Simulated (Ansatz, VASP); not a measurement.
# SbS3: VASP beside Ansatz

```
Sb S
1.0
    -1.85060    1.85060    6.05239
     1.85060   -1.85060    6.05239
     1.85060    1.85060   -6.05239
Sb S
1 3
Direct
  0.00000 0.00000 0.00000
  0.50000 0.50000 0.00000
  0.25000 0.75000 0.50000
  0.75000 0.25000 0.50000
```

Alike in both runs: functional PBE; k mesh 6 × 6 × 6; occupations gaussian, width 0.1 eV; no spin polarisation.

Ansatz relaxed the structure, and its values are those at the end. VASP's run is a single point on that final structure, the one shown.

|  | VASP | Ansatz |
| --- | --- | --- |
| version | VASP 6.6.1 | Ansatz 0.2.0 |
| potentials or method | VASP PAW PBE potentials, release 64 (Sb, S), cutoff 520 eV | scalar-relativistic, plane waves, PAW |
| valence electrons in the cell | 23 | 33 |

```csv
,VASP,Ansatz,Ansatz less VASP
gap on the k mesh at the Fermi level (eV),none,none,-
pressure (GPa),-0.3,-0.1,+0.22
```

A gap of «none» marks a metal or a gap that the smearing closes. VASP's potentials hold 23 valence electrons a cell and Ansatz's 33, so a difference there can come from the potentials and not from the codes.

The k mesh is coarse, so the values compare programs but aren't converged. Neither program's run includes spin-orbit coupling.
